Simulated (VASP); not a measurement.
# Cs (Fd-3m) in VASP: notebook, part 2 of 2

VASP 6.6.1. Earlier steps stand in the parts before.

## 3. Single point, PBEsol

The input, INCAR:

```
SYSTEM = Cs
ALGO = Normal ; EDIFF = 1E-6
ENCUT = 500 ; GGA = PS
GGA_COMPAT = .FALSE. ; ISIF = 2
ISMEAR = 0 ; LASPH = .TRUE.
LCHARG = .FALSE. ; LREAL = .FALSE.
LWAVE = .FALSE. ; NBANDS = 16
NELM = 120 ; PREC = Accurate
SIGMA = 0.05
```

The input, KPOINTS:

```
k-points
0
G
  4 4 4
  0 0 0
```

The input, POSCAR:

```
Cs
1.0
    0.0000000000      5.4928069674      5.4928069674
    5.4928069674      0.0000000000      5.4928069674
    5.4928069674      5.4928069674      0.0000000000
Cs
2
Direct
    0.0000000000      0.0000000000      0.0000000000
    0.2500000000      0.2500000000      0.2500000000
```

Potentials or basis: VASP PAW PBE potentials, release 64 (Cs_sv).

Run with:

```console
$ cat potpaw_PBE.64/Cs_sv/POTCAR > POTCAR
$ mpirun -np 1 vasp_std > vasp.out
```

OUTCAR:

```text
SYSTEM = Cs
   EDIFF = 1E-6
   ENCUT = 500
   GGA = PS
   ISIF = 2
   ISMEAR = 0
   LASPH = .TRUE.
   LREAL = .FALSE.
   NELM = 120
   PREC = Accurate

 ion  position               nearest neighbor table
   1  0.000  0.000  0.000-
   2  0.250  0.250  0.250-

  LATTYP: Found a face centered cubic cell.
 ALAT       =    10.9856139348

  Lattice vectors:

 A1 = (   0.0000000000,   5.4928069674,   5.4928069674)
 A2 = (   5.4928069674,   0.0000000000,   5.4928069674)
 A3 = (   5.4928069674,   5.4928069674,   0.0000000000)

Analysis of symmetry for initial positions (statically):
=====================================================================
 Subroutine PRICEL returns:
 Original cell was already a primitive cell.

 Routine SETGRP: Setting up the symmetry group for a
 face centered cubic supercell.

 Subroutine GETGRP returns: Found 48 space group operations
 (whereof 24 operations were pure point group operations)
 out of a pool of 48 trial point group operations.

The static configuration has the point symmetry T_d .
 The point group associated with its full space group is O_h .

Analysis of symmetry for dynamics (positions and initial velocities):
=====================================================================
 Subroutine PRICEL returns:
 Original cell was already a primitive cell.

 Routine SETGRP: Setting up the symmetry group for a
 face centered cubic supercell.

 Subroutine GETGRP returns: Found 48 space group operations
 (whereof 24 operations were pure point group operations)
 out of a pool of 48 trial point group operations.

The dynamic configuration has the point symmetry T_d .
 The point group associated with its full space group is O_h .

 Subroutine INISYM returns: Found 48 space group operations
[... 93 lines left out ...]
   EMIN   =  10.00;   EMAX   =-10.00  energy-range for DOS
   EFERMI =   0.00;   METHOD = LEGACY
   ISMEAR =     0;   SIGMA  =   0.05  broadening in eV -4-tet -1-fermi 0-gaus
   EFERMI_NEDOS =   21; number of points for ismear=-14 and -15
   IALGO  =     38    algorithm
   IMIX   =      4    mixing-type and parameters
     AMIX     =   0.40;   BMIX     =  1.00
     AMIX_MAG =   1.60;   BMIX_MAG =  1.00
  volume/ion in A,a.u.               =     165.72      1118.35
  Fermi-wavevector in a.u.,A,eV,Ry     =   0.619957  1.171548  5.229348  0.384346
  Thomas-Fermi vector in A             =   1.678938
   LORBIT       =      0    0 simple, 1 ext, 2 COOP (PROOUT), +10 PAW based schemes
   GGA     = PS    functional components
   LHFCALC =     F    Hartree Fock is set to
   AEXX    =    0.0000 exact exchange contribution
   IVDW    =     0    specifies the selected vdW correction
   LEPSILON=     F    determine dielectric tensor
   LRPA    =     F    only Hartree local field effects (RPA)
 non-spin polarized calculation
 Gauss-broadening in eV      SIGMA  =   0.05
  energy-cutoff  :      500.00
  volume of cell :      331.45
 maximum number of plane-waves:      8424
 NGX is ok and might be reduce to    60
   NGX = 29   NGY = 29   NGZ = 29

 number of electron      17.9999999 magnetization

 Free energy of the ion-electron system (eV)
  ---------------------------------------------------
  ext. energy  EPLUGINS =         0.00000000
  ---------------------------------------------------
  free energy    TOTEN  =        -1.32548143 eV

  energy without entropy =       -1.32299030  energy(sigma->0) =       -1.32423586

 E-fermi :  -0.2175     XC(G=0):  -4.5523

 val. band max:       -0.2597567162   @ k =   0.5000   0.5000   0.0000
 cond. band min:      -0.1361910133   @ k =  -0.2500   0.5000   0.2500
 fundamental gap:      0.1235657028
 Fermi energy:        -0.2175121043

 k-point     1 :       0.0000    0.0000    0.0000
  band No.  band energies     occupation
      1     -24.6482      2.00000
      2     -24.6229      2.00000
      3     -11.4811      2.00000
      4     -11.4811      2.00000
      5     -11.4811      2.00000
      6     -11.3506      2.00000
[... 129 lines left out ...]
      3     -11.5088      2.00000
      4     -11.5088      2.00000
      5     -11.4173      2.00000
      6     -11.4173      2.00000
[... 8 lines left out ...]
     15       1.4348      0.00000
     16       1.4348      0.00000

------------------------ aborting loop because EDIFF is reached ----------------------------------------

  FORCE on cell =-STRESS in cart. coord.  units (eV):
  Direction    XX          YY          ZZ          XY          YZ          ZX
  --------------------------------------------------------------------------------------
  -------------------------------------------------------------------------------------
  Total       -0.0041050     -0.0041050     -0.0041050      0.0000000     -0.0000000     -0.0000000
  in kB       -0.0198434     -0.0198434     -0.0198434      0.0000000     -0.0000000     -0.0000000
  external PRESSURE =      -0.0198434 kB  Pullay stress =       0.0000000 kB

 VOLUME and BASIS-vectors are now :
 -----------------------------------------------------------------------------
  energy-cutoff  :      500.00
  volume of cell :      331.45
      direct lattice vectors                 reciprocal lattice vectors
     0.000000000  5.492806967  5.492806967    -0.091028140  0.091028140  0.091028140
     5.492806967  0.000000000  5.492806967     0.091028140 -0.091028140  0.091028140
     5.492806967  5.492806967  0.000000000     0.091028140  0.091028140 -0.091028140

 POSITION                                       TOTAL-FORCE (eV/Angst)
 -----------------------------------------------------------------------------------
      0.00000      0.00000      0.00000        -0.000000     -0.000000     -0.000000
      2.74640      2.74640      2.74640         0.000000      0.000000      0.000000
 -----------------------------------------------------------------------------------
    total drift:                                0.000000     -0.000000     -0.000000

  FREE ENERGIE OF THE ION-ELECTRON SYSTEM (eV)
  ---------------------------------------------------
  free  energy   TOTEN  =        -1.3254814285 eV

  energy  without entropy=       -1.3229902967  energy(sigma->0) =       -1.32423586
```

stdout:

```text
POSCAR found type information on POSCAR Cs
 POSCAR found :  1 types and       2 ions
 scaLAPACK will be used
 -----------------------------------------------------------------------------
|                                                                             |
|                                                                             |
|     You enforced a specific xc type in the INCAR file but a different       |
|     I HOPE YOU KNOW WHAT YOU ARE DOING!                                     |
|                                                                             |
 -----------------------------------------------------------------------------

 LDA part: xc-table for (Slater+PW92), standard interpolation
 POSCAR, INCAR and KPOINTS ok, starting setup
 FFT: planning ... GRIDC
 FFT: planning ... GRID_SOFT
 FFT: planning ... GRID
 WAVECAR not read
 entering main loop
```

It took 54 s on 1 thread of Intel Xeon 8259CL, shared host; peak memory 0.46 GiB.

What came out:

```yaml
Free_energy: -1.3255 eV
Pressure: 0.0 GPa
Band_gap_on_the_k_mesh: zero (bands 9 and 10 overlap by 0.12 eV)
```

Caveat: the PAW data sets were made with another functional, which shifts forces and pressure a little; spin-orbit coupling is left out, which moves the levels of the heavy elements.
